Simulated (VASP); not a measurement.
# Ca2Ge2N (P-3m1) in VASP: further runs, part 2 of 2

VASP 6.6.1.

## Step 3: Single point, PBE

This run uses another cell than the first one, of 23.96 Å³/atom.

INCAR reads:

```
SYSTEM = Ca2Ge2N
  ALGO = Normal
  EDIFF = 1E-7
  ENCUT = 520
  GGA = PE
  ISIF = 2
  ISMEAR = 0
  LASPH = .True.
  LCHARG = .True.
  LELF = .True.
  LREAL = .False.
  LVHAR = .True.
  LWAVE = .False.
  NBANDS = 34
  NELM = 80
  PREC = Accurate
  SIGMA = 0.1
```

KPOINTS reads:

```
k-points
0
Gamma
  6 6 4
  0 0 0
```

POSCAR reads:

```
Ca2Ge2N
1.0
    4.0987628472      0.0000000027      0.0000000000
   -2.0493814260      3.5496327484      0.0000000000
    0.0000000000      0.0000000000      8.2345079770
Ca Ge N
2 2 1
Direct
    0.3333333333      0.6666666667      0.6932479319
    0.6666666667      0.3333333333      0.3067520681
    0.3333333333      0.6666666667      0.0754516300
    0.6666666667      0.3333333333      0.9245483700
    0.0000000000      0.0000000000      0.0000000000
```

Potentials or basis: VASP PAW PBE potentials, release 64 (Ca_sv, Ge_d, N).

Launch:

```sh
cat potpaw_PBE.64/Ca_sv/POTCAR potpaw_PBE.64/Ge_d/POTCAR potpaw_PBE.64/N/POTCAR > POTCAR
mpirun -np 1 vasp_std > vasp.out
```

OUTCAR:

```text
SYSTEM = Ca2Ge2N
   EDIFF = 1E-7
   ENCUT = 520
   GGA = PE
   ISIF = 2
   ISMEAR = 0
   LASPH = .True.
   LREAL = .False.
   NELM = 80
   PREC = Accurate

 ion  position               nearest neighbor table
   1  0.333  0.667  0.693-   4 3.04   4 3.04   4 3.04
   2  0.667  0.333  0.307-   3 3.04   3 3.04   3 3.04
   3  0.333  0.667  0.075-   4 2.67   4 2.67   4 2.67   2 3.04   2 3.04   2 3.04
   4  0.667  0.333  0.925-   3 2.67   3 2.67   3 2.67   1 3.04   1 3.04   1 3.04
   5  0.000  0.000  0.000-

  LATTYP: Found a hexagonal cell.
 ALAT       =     4.0987628472
 C/A-ratio  =     2.0090227915

  Lattice vectors:

 A1 = (   4.0987628472,   0.0000000027,   0.0000000000)
 A2 = (  -2.0493814260,   3.5496327484,   0.0000000000)
 A3 = (   0.0000000000,   0.0000000000,   8.2345079770)

Analysis of symmetry for initial positions (statically):
=====================================================================
 Subroutine PRICEL returns:
 Original cell was already a primitive cell.

 Routine SETGRP: Setting up the symmetry group for a
 hexagonal supercell.

 Subroutine GETGRP returns: Found 12 space group operations
 (whereof 12 operations were pure point group operations)
 out of a pool of 24 trial point group operations.

The static configuration has the point symmetry D_3d.

Analysis of symmetry for dynamics (positions and initial velocities):
=====================================================================
 Subroutine PRICEL returns:
 Original cell was already a primitive cell.

 Routine SETGRP: Setting up the symmetry group for a
 hexagonal supercell.

 Subroutine GETGRP returns: Found 12 space group operations
 (whereof 12 operations were pure point group operations)
 out of a pool of 24 trial point group operations.

[... 121 lines left out ...]
   EFERMI_NEDOS =   21; number of points for ismear=-14 and -15
   IALGO  =     38    algorithm
   IMIX   =      4    mixing-type and parameters
     AMIX     =   0.40;   BMIX     =  1.00
     AMIX_MAG =   1.60;   BMIX_MAG =  1.00
  volume/ion in A,a.u.               =      23.96       161.70
  Fermi-wavevector in a.u.,A,eV,Ry     =   1.247409  2.357261 21.171059  1.556029
  Thomas-Fermi vector in A             =   2.381542
   LORBIT       =      0    0 simple, 1 ext, 2 COOP (PROOUT), +10 PAW based schemes
   GGA     = PE    functional components
   LHFCALC =     F    Hartree Fock is set to
   AEXX    =    0.0000 exact exchange contribution
   IVDW    =     0    specifies the selected vdW correction
   LEPSILON=     F    determine dielectric tensor
   LRPA    =     F    only Hartree local field effects (RPA)
 non-spin polarized calculation
 Gauss-broadening in eV      SIGMA  =   0.10
  energy-cutoff  :      520.00
  volume of cell :      119.80
 maximum number of plane-waves:      3258
   NGX = 15   NGY = 15   NGZ = 31

 number of electron      52.9999971 magnetization

 Free energy of the ion-electron system (eV)
  ---------------------------------------------------
  ext. energy  EPLUGINS =         0.00000000
  ---------------------------------------------------
  free energy    TOTEN  =       -19.41509939 eV

  energy without entropy =      -19.39360515  energy(sigma->0) =      -19.40435227

 E-fermi :   3.9904     XC(G=0):  -9.2453

 val. band max:        3.9681387338   @ k =   0.3333   0.3333   0.2500
 cond. band min:       4.0209274716   @ k =   0.3333   0.3333   0.0000
 fundamental gap:      0.0527887379
 Fermi energy:         3.9903826605

 k-point     1 :       0.0000    0.0000    0.0000
  band No.  band energies     occupation
      1     -37.8151      2.00000
      2     -37.8095      2.00000
      3     -20.8347      2.00000
      4     -20.8347      2.00000
      5     -20.8024      2.00000
      6     -20.8024      2.00000
[... 877 lines left out ...]
     33       6.5586      0.00000
     34       6.5586      0.00000

------------------------ aborting loop because EDIFF is reached ----------------------------------------

  FORCE on cell =-STRESS in cart. coord.  units (eV):
  Direction    XX          YY          ZZ          XY          YZ          ZX
  --------------------------------------------------------------------------------------
  -------------------------------------------------------------------------------------
  Total        0.0706610      0.0706610      0.1251941     -0.0000000     -0.0000000      0.0000000
  in kB        0.9449664      0.9449664      1.6742508     -0.0000000     -0.0000000      0.0000000
  external PRESSURE =       1.1880612 kB  Pullay stress =       0.0000000 kB

 VOLUME and BASIS-vectors are now :
 -----------------------------------------------------------------------------
  energy-cutoff  :      520.00
  volume of cell :      119.80
      direct lattice vectors                 reciprocal lattice vectors
     4.098762847  0.000000003  0.000000000     0.243976057  0.140859643  0.000000000
    -2.049381426  3.549632748  0.000000000    -0.000000000  0.281719285  0.000000000
     0.000000000  0.000000000  8.234507977     0.000000000  0.000000000  0.121440164

 POSITION                                       TOTAL-FORCE (eV/Angst)
 -----------------------------------------------------------------------------------
     -0.00000      2.36642      5.70856        -0.000000     -0.000000     -0.013255
      2.04938      1.18321      2.52595        -0.000000      0.000000      0.013255
     -0.00000      2.36642      0.62131         0.000000      0.000000      0.005342
      2.04938      1.18321      7.61320         0.000000      0.000000     -0.005342
      0.00000      0.00000      0.00000        -0.000000     -0.000000      0.000000
 -----------------------------------------------------------------------------------
    total drift:                                0.000000      0.000000      0.000000

  FREE ENERGIE OF THE ION-ELECTRON SYSTEM (eV)
  ---------------------------------------------------
  free  energy   TOTEN  =       -19.4150993867 eV

  energy  without entropy=      -19.3936051453  energy(sigma->0) =      -19.40435227
```

OSZICAR:

```text
N       E                     dE             d eps       ncg     rms          rms(c)
DAV:   1     0.546110086185E+03    0.54611E+03   -0.26116E+04  1940   0.295E+03
DAV:   2     0.700468986396E+02   -0.47606E+03   -0.46554E+03  1640   0.778E+02
DAV:   3    -0.123270436131E+02   -0.82374E+02   -0.80748E+02  2114   0.195E+02
DAV:   4    -0.208653272689E+02   -0.85383E+01   -0.84541E+01  2448   0.622E+01
DAV:   5    -0.213559892918E+02   -0.49066E+00   -0.49001E+00  2518   0.128E+01    0.959E+00
DAV:   6    -0.219420559575E+02   -0.58607E+00   -0.43016E+01  2510   0.176E+01    0.102E+01
DAV:   7    -0.193538772975E+02    0.25882E+01   -0.12032E+01  2354   0.114E+01    0.290E+00
DAV:   8    -0.194420885783E+02   -0.88211E-01   -0.15933E+00  1912   0.449E+00    0.154E+00
DAV:   9    -0.194143186179E+02    0.27770E-01   -0.22966E-01  2194   0.178E+00    0.345E-01
DAV:  10    -0.194152268232E+02   -0.90821E-03   -0.24490E-02  2344   0.626E-01    0.169E-01
DAV:  11    -0.194150292406E+02    0.19758E-03   -0.21636E-03  2462   0.247E-01    0.597E-02
DAV:  12    -0.194150952109E+02   -0.65970E-04   -0.42736E-04  2368   0.952E-02    0.262E-02
DAV:  13    -0.194150972081E+02   -0.19972E-05   -0.59346E-05  2306   0.567E-02    0.115E-02
DAV:  14    -0.194150998868E+02   -0.26787E-05   -0.52351E-06  2280   0.158E-02    0.225E-03
DAV:  15    -0.194150996012E+02    0.28556E-06   -0.38827E-07  1816   0.563E-03    0.141E-03
DAV:  16    -0.194150993480E+02    0.25320E-06   -0.70030E-08  1288   0.164E-03    0.437E-04
DAV:  17    -0.194150993867E+02   -0.38698E-07   -0.23392E-08  1030   0.104E-03
   1 F= -.19415099E+02 E0= -.19404352E+02  d E =-.214942E-01
```

stdout:

```text
POSCAR found type information on POSCAR CaGeN
 POSCAR found :  3 types and       5 ions
 scaLAPACK will be used
 LDA part: xc-table for (Slater+PW92), standard interpolation
 POSCAR, INCAR and KPOINTS ok, starting setup
 FFT: planning ... GRIDC
 FFT: planning ... GRID_SOFT
 FFT: planning ... GRID
 WAVECAR not read
 entering main loop
```

Wall time 75 s (1 thread of AMD EPYC 9R45 (Zen 5), shared host); peak memory 0.25 GiB.

Results:

| Property | Result |
| --- | --- |
| Free energy | -19.4151 eV |
| Pressure | 0.1 GPa |
| Largest force | 0.013 eV/Å |
| Band gap on the k mesh | zero (an odd number of electrons rules out a gap without spin polarisation) |

Forces on the atoms (eV/Å):
```
Ca   0.000  0.000 -0.013
Ca   0.000  0.000  0.013
Ge   0.000  0.000  0.005
Ge   0.000  0.000 -0.005
N    0.000  0.000  0.000
```

Levels at points of the mesh, in eV from the Fermi level:
```csv
k point,band 24,band 25,band 26,band 27,band 28,band 29
"(0.00, 0.00, 0.00)",-3.12,-1.21,-1.17,-1.17,0.18,0.18
"(0.50, 0.00, 0.00)",-2.74,-1.70,-0.23,0.31,0.95,1.00
"(0.00, 0.00, 0.50)",-2.16,-2.06,-1.19,-1.19,-1.16,1.11
"(0.50, 0.00, 0.50)",-2.91,-1.61,-0.11,0.52,0.82,1.29
```

## Step 4: Relaxation of cell and atoms, PBE

INCAR reads:

```
SYSTEM = Ca2Ge2N
ALGO = Normal
EDIFF = 1E-6
EDIFFG = -0.04
ENCUT = 600
GGA = PE
IBRION = 2
ISIF = 3
ISMEAR = 0
LASPH = .True.
LCHARG = .False.
LREAL = .False.
LWAVE = .False.
NELM = 100
NSW = 90
PREC = Accurate
SIGMA = 0.1
```

KPOINTS is that of step 3.

POSCAR reads:

```
Ca2Ge2N
1.0
    4.3244437100      0.0000000000      0.0000000000
   -2.1622218600      3.7450781100      0.0000000000
    0.0000000000      0.0000000000      7.2043394700
Ca Ge N
2 2 1
Direct
    0.3333333300      0.6666666700      0.6286000000
    0.6666666700      0.3333333300      0.3714000000
    0.3333333300      0.6666666700      0.2570999900
    0.6666666700      0.3333333300      0.7429000100
    0.0000000000      0.0000000000      0.0000000000
```

Potentials or basis: VASP PAW PBE potentials, release 64 (Ca_sv, Ge_d, N).

Launch:

```sh
cat potpaw_PBE.64/Ca_sv/POTCAR potpaw_PBE.64/Ge_d/POTCAR potpaw_PBE.64/N/POTCAR > POTCAR
mpirun -np 1 vasp_std > vasp.out
```

OUTCAR:

```text
SYSTEM = Ca2Ge2N
   EDIFF = 1E-6
   EDIFFG = -0.04
   ENCUT = 600
   GGA = PE
   IBRION = 2
   ISIF = 3
   ISMEAR = 0
   LASPH = .True.
   LREAL = .False.
   NELM = 100
   NSW = 90
   PREC = Accurate

 ion  position               nearest neighbor table
   1  0.333  0.667  0.629-   4 2.63   4 2.63   4 2.63   3 2.68   2 3.11   2 3.11   2 3.11
   2  0.667  0.333  0.371-   3 2.63   3 2.63   3 2.63   4 2.68   1 3.11   1 3.11   1 3.11
   3  0.333  0.667  0.257-   2 2.63   2 2.63   2 2.63   1 2.68
   4  0.667  0.333  0.743-   1 2.63   1 2.63   1 2.63   2 2.68
   5  0.000  0.000  0.000-

  LATTYP: Found a hexagonal cell.
 ALAT       =     4.3244437100
 C/A-ratio  =     1.6659575088

  Lattice vectors:

 A1 = (   4.3244437100,   0.0000000000,   0.0000000000)
 A2 = (  -2.1622218600,   3.7450781100,   0.0000000000)
 A3 = (   0.0000000000,   0.0000000000,   7.2043394700)

Analysis of symmetry for initial positions (statically):
=====================================================================
 Subroutine PRICEL returns:
 Original cell was already a primitive cell.

 Routine SETGRP: Setting up the symmetry group for a
 hexagonal supercell.

 Subroutine GETGRP returns: Found 12 space group operations
 (whereof 12 operations were pure point group operations)
 out of a pool of 24 trial point group operations.

The static configuration has the point symmetry D_3d.

Analysis of symmetry for dynamics (positions and initial velocities):
[... 176 lines left out ...]
  external PRESSURE =      88.6454278 kB  Pullay stress =       0.0000000 kB
[... 98 lines left out ...]
  FREE ENERGIE OF THE ION-ELECTRON SYSTEM (eV)
  ---------------------------------------------------
  free  energy   TOTEN  =       -15.5270594051 eV

  energy  without entropy=      -15.5005765425  energy(sigma->0) =      -15.51381797

 E-fermi :   4.2309     XC(G=0):  -9.3979

 val. band max:        4.2020456088   @ k =   0.3333   0.3333   0.2500
 cond. band min:       4.2482547968   @ k =   0.3333   0.3333   0.0000
 fundamental gap:      0.0462091879
 Fermi energy:         4.2309169762

 k-point     1 :       0.0000    0.0000    0.0000
  band No.  band energies     occupation
      1     -37.4725      2.00000
      2     -37.4649      2.00000
      3     -20.6148      2.00000
      4     -20.6148      2.00000
      5     -20.5799      2.00000
      6     -20.5799      2.00000
[... 805 lines left out ...]
     30       5.2943      0.00000
     31       6.8373      0.00000

[... ionic steps 4 to 20 ...]

--------------------------------------- Ionic step       21  -------------------------------------------

 number of electron      53.0000001 magnetization

------------------------ aborting loop because EDIFF is reached ----------------------------------------
[... 73 lines left out ...]
--------------------------------------- Ionic step       23  -------------------------------------------

 number of electron      53.0000012 magnetization

 Free energy of the ion-electron system (eV)
  ---------------------------------------------------
  ext. energy  EPLUGINS =         0.00000000
  ---------------------------------------------------
  free energy    TOTEN  =       -19.41516986 eV

  energy without entropy =      -19.39418905  energy(sigma->0) =      -19.40467945

 E-fermi :   4.0033     XC(G=0):  -9.2500

 val. band max:        3.9808080257   @ k =   0.3333   0.3333   0.2500
 cond. band min:       4.0336349493   @ k =   0.3333   0.3333   0.0000
 fundamental gap:      0.0528269236
 Fermi energy:         4.0032893676

 k-point     1 :       0.0000    0.0000    0.0000
  band No.  band energies     occupation
      1     -37.8168      2.00000
      2     -37.8109      2.00000
      3     -20.8293      2.00000
      4     -20.8293      2.00000
      5     -20.7969      2.00000
      6     -20.7969      2.00000
[... 837 lines left out ...]
  FREE ENERGIE OF THE ION-ELECTRON SYSTEM (eV)
  ---------------------------------------------------
  free  energy   TOTEN  =       -19.4151698563 eV

  energy  without entropy=      -19.3941890526  energy(sigma->0) =      -19.40467945

 reached required accuracy - stopping structural energy minimisation
```

OSZICAR:

```text
N       E                     dE             d eps       ncg     rms          rms(c)
DAV:   1     0.605500257528E+03    0.60550E+03   -0.28521E+04  1689   0.358E+03
DAV:   2     0.777158036303E+02   -0.52778E+03   -0.52142E+03  1488   0.922E+02
DAV:   3    -0.463573816177E+01   -0.82352E+02   -0.81180E+02  1914   0.220E+02
[... 287 lines left out ...]
DAV:   3    -0.194184356657E+02    0.12484E-01   -0.79413E-02  2140   0.107E+00    0.385E-01
DAV:   4    -0.194151426237E+02    0.32930E-02   -0.89806E-03  1992   0.902E-01    0.851E-02
DAV:   5    -0.194151840312E+02   -0.41408E-04   -0.15846E-03  2126   0.264E-01    0.459E-02
DAV:   6    -0.194151779478E+02    0.60833E-05   -0.20024E-04  2012   0.109E-01    0.254E-02
DAV:   7    -0.194151696677E+02    0.82801E-05   -0.40968E-05  2133   0.427E-02    0.347E-03
DAV:   8    -0.194151698563E+02   -0.18859E-06   -0.45942E-06  1426   0.150E-02
  23 F= -.19415170E+02 E0= -.19404679E+02  d E =-.244314E-02
```

CONTCAR:

```text
Ca2Ge2N
   1.00000000000000
     4.0955276458872696    0.0000000006478176   -0.0000000000000002
    -2.0477638271179317    3.5468309828466973    0.0000000000000001
    -0.0000000000000002   -0.0000000000000001    8.2445386667704508
  Ca              Ge              N
     2     2     1
Direct
     0.3333333300000021    0.6666666699999979    0.6920071955409430
     0.6666666699999979    0.3333333300000021    0.3079928044590567
     0.3333333300000021    0.6666666699999979    0.0756028281848412
     0.6666666699999979    0.3333333300000021    0.9243971718151583
     0.0000000000000000    0.0000000000000000    0.0000000000000000

  0.00000000E+00  0.00000000E+00  0.00000000E+00
  0.00000000E+00  0.00000000E+00  0.00000000E+00
  0.00000000E+00  0.00000000E+00  0.00000000E+00
  0.00000000E+00  0.00000000E+00  0.00000000E+00
  0.00000000E+00  0.00000000E+00  0.00000000E+00
```

Run time: 25 min. Hardware: 1 thread of AMD EPYC 9R45 (Zen 5), shared host; peak memory 0.32 GiB.

Results:

```
Free energy                           : -19.4152 eV
Relaxed volume                        : 23.95 Å³/atom
Relaxed cell                          : a = 4.096 Å, b = 4.096 Å, c = 8.245 Å, α = 90.00°, β = 90.00°, γ = 120.00°
Space group after relaxing (to 0.1 Å) : P-3m1 (No. 164)
Pressure after relaxing               : 0.1 GPa
Largest force after relaxing          : 0.033 eV/Å
Band gap on the k mesh                : zero (an odd number of electrons rules out a gap without spin polarisation)
```

Forces in eV/Å, atoms in the order of the input:
```
Ca   0.000  0.000  0.033
Ca   0.000  0.000 -0.033
Ge   0.000  0.000  0.005
Ge   0.000  0.000 -0.005
N    0.000  0.000  0.000
```

Final structure:
```yaml
crystal:
  lattice:
    - [4.09553, 0.00000, 0.00000]
    - [-2.04776, 3.54683, 0.00000]
    - [0.00000, 0.00000, 8.24454]
  atoms:
    - { symbol: Ca, position: [0.33333, 0.66667, 0.69201] }
    - { symbol: Ca, position: [0.66667, 0.33333, 0.30799] }
    - { symbol: Ge, position: [0.33333, 0.66667, 0.07560] }
    - { symbol: Ge, position: [0.66667, 0.33333, 0.92440] }
    - { symbol: N, position: [0.00000, 0.00000, 0.00000] }
```

## Step 5: Single point, PBE

This run uses another cell than the first one, of 23.99 Å³/atom.

INCAR reads:

```
PREC     = Accurate       # precision mode
ENCUT    = 520            # plane-wave cutoff, eV
EDIFF    = 1E-7           # SCF threshold, eV
ISMEAR   = 0              # smearing method
SIGMA    = 0.1            # smearing width, eV
LREAL    = False          # projectors in reciprocal space
LASPH    = True           # aspherical terms in the spheres
NELM     = 80             # most SCF steps
ALGO     = Normal         # electronic algorithm
ISIF     = 2              # what is computed and relaxed
LWAVE    = False          # write WAVECAR
LCHARG   = False          # write CHGCAR
GGA      = PE             # functional
NBANDS   = 34             # bands
```

KPOINTS reads:

```
regular mesh
0
Gamma
  12 12 6
```

POSCAR reads:

```
Ca2Ge2N
1.0
    4.0848390093      0.0000000000      0.0000000000
   -2.0424195047      3.5375743524      0.0000000000
    0.0000000000      0.0000000000      8.3021871147
Ca Ge N
2 2 1
Direct
    0.3333333333      0.6666666667      0.6919645114
    0.6666666667      0.3333333333      0.3080354886
    0.3333333333      0.6666666667      0.0749337141
    0.6666666667      0.3333333333      0.9250662859
    0.0000000000      0.0000000000      0.0000000000
```

Launch:

```sh
cat potpaw_PBE.64/Ca_sv/POTCAR potpaw_PBE.64/Ge_d/POTCAR potpaw_PBE.64/N/POTCAR > POTCAR
mpirun -np 1 vasp_std > vasp.out
```

Run time: 4.7 min. Hardware: 1 thread of AMD EPYC 9R45 (Zen 5), shared host; peak memory 0.46 GiB.

The run converged. Its results:

```
Free energy            : -19.4445 eV
Pressure               : 0.1 GPa
Largest force          : 0.011 eV/Å
Band gap on the k mesh : zero (an odd number of electrons rules out a gap without spin polarisation)
```

Forces on the atoms (eV/Å):
```
Ca   0.000  0.000 -0.011
Ca   0.000  0.000  0.011
Ge   0.000  0.000  0.002
Ge   0.000  0.000 -0.002
N    0.000  0.000  0.000
```

Levels at points of the mesh, in eV from the Fermi level:
```tsv
k point	band 24	band 25	band 26	band 27	band 28	band 29
(0.00, 0.00, 0.00)	-3.12	-1.16	-1.13	-1.13	0.16	0.17
(0.50, 0.00, 0.00)	-2.75	-1.68	-0.21	0.31	1.00	1.00
(0.00, 0.00, 0.50)	-2.18	-2.06	-1.15	-1.15	-1.09	1.13
(0.50, 0.00, 0.50)	-2.90	-1.59	-0.10	0.49	0.87	1.30
```

## Step 6: Overview

| task | cell | k mesh | cutoff (eV) | gap on the mesh (eV) | pressure (GPa) | largest force (eV/Å) |
| --- | --- | --- | --- | --- | --- | --- |
| single point | a = 4.324, b = 4.324, c = 7.204 Å, angles 90.0, 90.0, 120.0°, 5 atoms, atomic positions A | 6 × 6 × 4 | 520 | none | 8.9 | 3.73 |
| single point | a = 4.099, b = 4.099, c = 8.235 Å, angles 90.0, 90.0, 120.0°, 5 atoms, atomic positions B | 6 × 6 × 4 | 520 | none | 0.1 | 0.01 |
| relaxation of cell and atoms | relaxed from a = 4.324, b = 4.324, c = 7.204 Å, angles 90.0, 90.0, 120.0°, 5 atoms, atomic positions A | 6 × 6 × 4 | 600 | none | 0.1 | 0.03 |
| single point | a = 4.085, b = 4.085, c = 8.302 Å, angles 90.0, 90.0, 120.0°, 5 atoms, atomic positions C | 12 × 12 × 6 | 520 | none | 0.1 | 0.01 |

Alike in all rows: level PBE; potentials or basis VASP PAW PBE potentials, release 64 (Ca_sv, Ge_d, N); no spin polarisation; smearing gaussian 0.1 eV.

Caveats: the stress differs along the axes, from 3 to 12 GPa (at least some runs); forces of over 1 eV/Å act on the atoms, so gaps and moduli don't describe the material at rest (at least some runs).

Total energies depend on the potentials used, so only differences within one code and one set of settings carry meaning.

The gap in the log of VASP goes by the Fermi energy; the results here count the filled bands.